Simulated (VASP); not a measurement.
# C (Fmmm) in VASP: further runs

The runs below take C through single point, with LDA.

Everything below comes from runs of VASP 6.6.1. Logs are shortened: lines on timing, memory, paths and dates and some standing lists are left out, and cuts for length are marked.

### 1 The cell of the first run

It takes space group Fmmm (No. 69, orthorhombic). Conventional cell: a = 2.530 Å, b = 4.382 Å, c = 6.596 Å, α = 90.00°, β = 90.00°, γ = 90.00°. C (site symmetry m2m) has 3 C at 1.46 Å within 1.9 Å.

### 2 Single point, LDA (strain +0.030 along x and y, -0.015 along z)

Input file INCAR:

```
ALGO = Normal
EDIFF = 1E-7
ENCUT = 520
GGA = CA
ISIF = 2
ISMEAR = 0
LASPH = T
LCHARG = T
LELF = T
LREAL = F
LVHAR = T
LWAVE = F
NBANDS = 11
NELM = 60
PREC = Accurate
SIGMA = 0.05
```

Input file KPOINTS:

```
k-points
0
Gamma
  14 14 14
```

Input file POSCAR:

```
C
1.0
    0.0000000000      2.1908100000      3.2977800000
    1.2648400000      0.0000000000      3.2977800000
    1.2648400000      2.1908100000      0.0000000000
C
2
Direct
    0.1666700000      0.8333300000      0.1666700000
    0.8333300000      0.1666700000      0.8333300000
```

Potentials or basis: VASP PAW LDA potentials, release 64 (C).

Started as:

```console
> cat potpaw_LDA.64/C/POTCAR > POTCAR
> mpirun -np 1 vasp_std > vasp.out
```

OUTCAR:

```text
EDIFF = 1E-7
   ENCUT = 520
   GGA = CA
   ISIF = 2
   ISMEAR = 0
   LASPH = T
   LREAL = F
   NELM = 60
   PREC = Accurate

 ion  position               nearest neighbor table
   1  0.167  0.833  0.167-   2 1.46   2 1.46   2 1.46
   2  0.833  0.167  0.833-   1 1.46   1 1.46   1 1.46

  LATTYP: Found a face centered orthorhombic cell.
 ALAT       =     2.5296800000
 B/A-ratio  =     1.7320846906
 C/A-ratio  =     2.6072704848

  Lattice vectors:

 A1 = (   0.0000000000,   2.1908100000,   3.2977800000)
 A2 = (   1.2648400000,   0.0000000000,   3.2977800000)
 A3 = (   1.2648400000,   2.1908100000,   0.0000000000)

Analysis of symmetry for initial positions (statically):
=====================================================================
 Subroutine PRICEL returns:
 Original cell was already a primitive cell.

 Routine SETGRP: Setting up the symmetry group for a
 face centered orthorhombic supercell.

 Subroutine GETGRP returns: Found  8 space group operations
 (whereof  8 operations were pure point group operations)
 out of a pool of  8 trial point group operations.

The static configuration has the point symmetry D_2h.

Analysis of symmetry for dynamics (positions and initial velocities):
=====================================================================
 Subroutine PRICEL returns:
 Original cell was already a primitive cell.

 Routine SETGRP: Setting up the symmetry group for a
 face centered orthorhombic supercell.

 Subroutine GETGRP returns: Found  8 space group operations
 (whereof  8 operations were pure point group operations)
 out of a pool of  8 trial point group operations.

The dynamic configuration has the point symmetry D_2h.

 Subroutine INISYM returns: Found  8 space group operations
 (whereof  8 operations are pure point group operations),
 and found     1 'primitive' translations

----------------------------------------------------------------------------------------

                                     Primitive cell

  volume of cell :      18.2765

  direct lattice vectors                    reciprocal lattice vectors
     0.000000000  2.190810000  3.297780000    -0.395306916  0.228226090  0.151617149
     1.264840000  0.000000000  3.297780000     0.395306916 -0.228226090  0.151617149
     1.264840000  2.190810000  0.000000000     0.395306916  0.228226090 -0.151617149

  length of vectors
     3.959166754  3.532021115  2.529717115     0.480980733  0.480980733  0.480980733

  position of ions in fractional coordinates (direct lattice)
     0.166670000  0.833330000  0.166670000
     0.833330000  0.166670000  0.833330000

  ion indices of the primitive-cell ions
   primitive index   ion index
                 1           1
                 2           2

----------------------------------------------------------------------------------------

 KPOINTS: k-points

Automatic generation of k-mesh.
 Grid dimensions read from file:
 generate k-points for:   14   14   14

 Generating k-lattice:

  Cartesian coordinates                     Fractional coordinates (reciprocal lattice)
    -0.028236208  0.016301864  0.010829796     0.071428571  0.000000000  0.000000000
     0.028236208 -0.016301864  0.010829796     0.000000000  0.071428571  0.000000000
     0.028236208  0.016301864 -0.010829796     0.000000000  0.000000000  0.071428571

  Length of vectors
     0.034355767  0.034355767  0.034355767

  Shift w.r.t. Gamma in fractional coordinates (k-lattice)
     0.000000000  0.000000000  0.000000000

 Subroutine IBZKPT returns following result:
 ===========================================

 Found    428 irreducible k-points:

 Following reciprocal coordinates:
            Coordinates               Weight
  0.000000  0.000000  0.000000      1.000000
  0.071429  0.000000  0.000000      8.000000
  0.142857  0.000000  0.000000      8.000000
  0.214286  0.000000  0.000000      8.000000
  0.285714  0.000000  0.000000      8.000000
  0.357143 -0.000000  0.000000      8.000000
[... 16 lines left out ...]
  0.214286  0.142857  0.000000      8.000000
  0.285714  0.142857  0.000000      8.000000
 [... further k-points ...]
   k-points           NKPTS =    428   k-points in BZ     NKDIM =    428   number of bands    NBANDS=     11
   number of dos      NEDOS =    301   number of ions     NIONS =      2
   total plane-waves  NPLWV =  16800
   dimension x,y,z NGX =    30 NGY =   28 NGZ =   20
   dimension x,y,z NGXF=    60 NGYF=   56 NGZF=   40
   ions per type =               2
   NGX,Y,Z   is equivalent  to a cutoff of  12.60, 13.18, 13.14 a.u.
   NGXF,Y,Z  is equivalent  to a cutoff of  25.19, 26.36, 26.29 a.u.
 SYSTEM =  unknown system
   PREC   = accura    normal or accurate (medium, high low for compatibility)
   ISTART =      0    job   : 0-new  1-cont  2-samecut
   ICHARG =      2    charge: 1-file 2-atom 10-const
   ISPIN  =      1    spin polarized calculation?
   LNONCOLLINEAR =      F non collinear calculations
   LSORBIT =      F    spin-orbit coupling
   LASPH  =      T    aspherical Exc in radial PAW
   ENCUT  =  520.0 eV  38.22 Ry    6.18 a.u.   7.36  6.57  4.70*2*pi/ulx,y,z
   NELM   =     60;   NELMIN=  2; NELMDL= -5     # of ELM steps
   EDIFF  = 0.1E-06   stopping-criterion for ELM
   LREAL  =      F    real-space projection
   EDIFFG = 0.1E-05   stopping-criterion for IOM
   NSW    =      0    number of steps for IOM
   IBRION =     -1    ionic relax: 0-MD 1-quasi-New 2-CG
   NFREE  =      0    steps in history (QN), initial steepest desc. (CG)
   ISIF   =      2    stress and relaxation
   ISYM   =      2    0-nonsym 1-usesym 2-fastsym
   POTIM  = 0.5000    time-step for ionic-motion
   TEBEG  =    0.0;   TEEND  =   0.0 temperature during run
   PSTRESS=    0.0 pullay stress
   NELECT =       8.0000    total number of electrons
   NUPDOWN=      -1.0000    fix difference up-down
   EMIN   =  10.00;   EMAX   =-10.00  energy-range for DOS
   EFERMI =   0.00;   METHOD = LEGACY
   ISMEAR =     0;   SIGMA  =   0.05  broadening in eV -4-tet -1-fermi 0-gaus
   EFERMI_NEDOS =   21; number of points for ismear=-14 and -15
   IALGO  =     38    algorithm
   IMIX   =      4    mixing-type and parameters
     AMIX     =   0.40;   BMIX     =  1.00
     AMIX_MAG =   1.60;   BMIX_MAG =  1.00
  volume/ion in A,a.u.               =       9.14        61.67
  Fermi-wavevector in a.u.,A,eV,Ry     =   1.243009  2.348946 21.021962  1.545071
  Thomas-Fermi vector in A             =   2.377338
   LORBIT       =      0    0 simple, 1 ext, 2 COOP (PROOUT), +10 PAW based schemes
   GGA     = CA    functional components
   LHFCALC =     F    Hartree Fock is set to
   AEXX    =    0.0000 exact exchange contribution
   IVDW    =     0    specifies the selected vdW correction
   LEPSILON=     F    determine dielectric tensor
   LRPA    =     F    only Hartree local field effects (RPA)
 non-spin polarized calculation
 Gauss-broadening in eV      SIGMA  =   0.05
  energy-cutoff  :      520.00
  volume of cell :       18.28
 maximum number of plane-waves:       513
 NGX is ok and might be reduce to    30
   NGX = 15   NGY = 13   NGZ =  9

 number of electron       8.0000000 magnetization

 Free energy of the ion-electron system (eV)
  ---------------------------------------------------
  ext. energy  EPLUGINS =         0.00000000
  ---------------------------------------------------
  free energy    TOTEN  =       -20.07470951 eV

  energy without entropy =      -20.07469476  energy(sigma->0) =      -20.07470214

 E-fermi :   4.5810     XC(G=0): -10.7012

 val. band max:        4.5257372365   @ k =   0.5000  -0.1429   0.3571
 cond. band min:       4.6650031992   @ k =  -0.1429   0.2143   0.2857
 fundamental gap:      0.1392659627
 Fermi energy:         4.5809865524

 k-point     1 :       0.0000    0.0000    0.0000
  band No.  band energies     occupation
      1     -14.6067      2.00000
      2      -1.6373      2.00000
      3       1.2225      2.00000
      4       1.2587      2.00000
      5       8.5987      0.00000
      6      12.0250      0.00000
      7      12.1189      0.00000
      8      14.6210      0.00000
      9      15.4651      0.00000
     10      25.5831      0.00000
     11      29.3022      0.00000

 k-point     2 :       0.0714    0.0000    0.0000
  band No.  band energies     occupation
      1     -14.4864      2.00000
      2      -1.5456      2.00000
      3       0.7947      2.00000
      4       0.9996      2.00000
      5       8.8058      0.00000
      6      12.1287      0.00000
      7      12.5287      0.00000
      8      14.2240      0.00000
      9      15.7000      0.00000
     10      25.9403      0.00000
     11      27.6924      0.00000

 k-point     3 :       0.1429    0.0000    0.0000
  band No.  band energies     occupation
      1     -14.1269      2.00000
      2      -1.2676      2.00000
      3      -0.3945      2.00000
      4       0.4185      2.00000
      5       9.4176      0.00000
      6      12.0868      0.00000
      7      13.1289      0.00000
      8      13.8213      0.00000
      9      16.4642      0.00000
     10      25.2063      0.00000
     11      26.9245      0.00000

 k-point     4 :       0.2143    0.0000    0.0000
  band No.  band energies     occupation
      1     -13.5331      2.00000
      2      -2.0010      2.00000
      3      -0.7972      2.00000
      4      -0.2865      2.00000
      5      10.3861      0.00000
      6      11.5767      0.00000
      7      11.8664      0.00000
      8      15.6708      0.00000
      9      17.6725      0.00000
     10      23.1774      0.00000
     11      27.3572      0.00000
[... 239 lines left out ...]
 k-point    22 :       0.1429    0.1429    0.0000
  band No.  band energies     occupation
      1     -14.5400      2.00000
      2      -2.1603      2.00000
      3       1.2257      2.00000
      4       1.2491      2.00000
      5       9.6345      0.00000
      6      12.0326      0.00000
      7      12.0929      0.00000
      8      14.6529      0.00000
      9      15.4365      0.00000
     10      25.4714      0.00000
     11      28.8800      0.00000

 k-point    23 :       0.2143    0.1429    0.0000
  band No.  band energies     occupation
      1     -14.3904      2.00000
      2      -2.2686      2.00000
      3       0.7828      2.00000
      4       0.9987      2.00000
      5      10.2862      0.00000
      6      12.1137      0.00000
      7      12.5223      0.00000
      8      14.2906      0.00000
      9      15.6488      0.00000
     10      25.7186      0.00000
     11      27.8284      0.00000

 k-point    24 :       0.2857    0.1429    0.0000
  band No.  band energies     occupation
      1     -14.0078      2.00000
      2      -2.1226      2.00000
      3      -0.4210      2.00000
      4       0.4183      2.00000
      5      11.2279      0.00000
      6      12.0945      0.00000
      7      13.2605      0.00000
      8      13.8325      0.00000
      9      16.3652      0.00000
     10      25.4128      0.00000
     11      27.0147      0.00000

 [... further k-points ...]
[... 5 lines left out ...]
  --------------------------------------------------------------------------------------
  -------------------------------------------------------------------------------------
  Total       -4.3038524     -4.3077213      0.0964213      0.0000000      0.0000000      0.0000000
  in kB     -377.2905866   -377.6297508      8.4526245      0.0000000      0.0000000      0.0000000
  external PRESSURE =    -248.8225710 kB  Pullay stress =       0.0000000 kB

 VOLUME and BASIS-vectors are now :
 -----------------------------------------------------------------------------
  energy-cutoff  :      520.00
  volume of cell :       18.28
      direct lattice vectors                 reciprocal lattice vectors
     0.000000000  2.190810000  3.297780000    -0.395306916  0.228226090  0.151617149
     1.264840000  0.000000000  3.297780000     0.395306916 -0.228226090  0.151617149
     1.264840000  2.190810000  0.000000000     0.395306916  0.228226090 -0.151617149

 POSITION                                       TOTAL-FORCE (eV/Angst)
 -----------------------------------------------------------------------------------
      1.26484      0.73028      3.29778         0.000000      0.041217      0.000000
      1.26484      3.65134      3.29778         0.000000     -0.041217      0.000000
 -----------------------------------------------------------------------------------
    total drift:                               -0.000000     -0.000000     -0.000000

  FREE ENERGIE OF THE ION-ELECTRON SYSTEM (eV)
  ---------------------------------------------------
  free  energy   TOTEN  =       -20.0747095112 eV

  energy  without entropy=      -20.0746947620  energy(sigma->0) =      -20.07470214
```

It took 66 s on 1 thread of Intel Xeon 6975P-C (Granite Rapids), shared host; peak memory 0.17 GiB.

Results:

```yaml
Free_energy: -20.0747 eV
Pressure: -24.9 GPa
Largest_force: 0.041 eV/Å
Band_gap_on_the_k_mesh: 0.14 eV, indirect (least direct gap 0.19 eV)
```

Forces in eV/Å, atoms in the order of the input:
```
C    0.000  0.041  0.000
C    0.000 -0.041  0.000
```

Stress tensor (GPa, compression positive):
```
-37.73   0.00   0.00
  0.00 -37.76   0.00
  0.00   0.00   0.85
```

Levels at points of the mesh, in eV from the valence-band top:
```csv
k point,band 1,band 2,band 3,band 4,band 5,band 6,band 7,band 8,band 9
"(0.00, 0.00, 0.00)",-19.13,-6.16,-3.30,-3.27,4.07,7.50,7.59,10.10,10.94
"(0.50, 0.00, 0.00)",-14.01,-12.91,-6.43,-2.49,1.26,6.44,11.74,13.07,18.02
"(0.50, 0.50, 0.00)",-18.75,-8.46,-3.32,-3.29,7.46,7.54,10.27,10.53,10.78
"(0.50, 0.00, 0.50)",-14.15,-13.03,-6.39,-1.58,2.20,6.70,10.57,10.69,17.18
"(0.00, 0.50, 0.50)",-13.87,-12.80,-6.47,-3.28,0.49,6.22,12.88,17.01,18.01
```

Caveat: the cell differs from its parent crystal (strain +0.030 along x and y, -0.015 along z). A k mesh can miss the band edges.

(Part 1 of 2 ends here.)
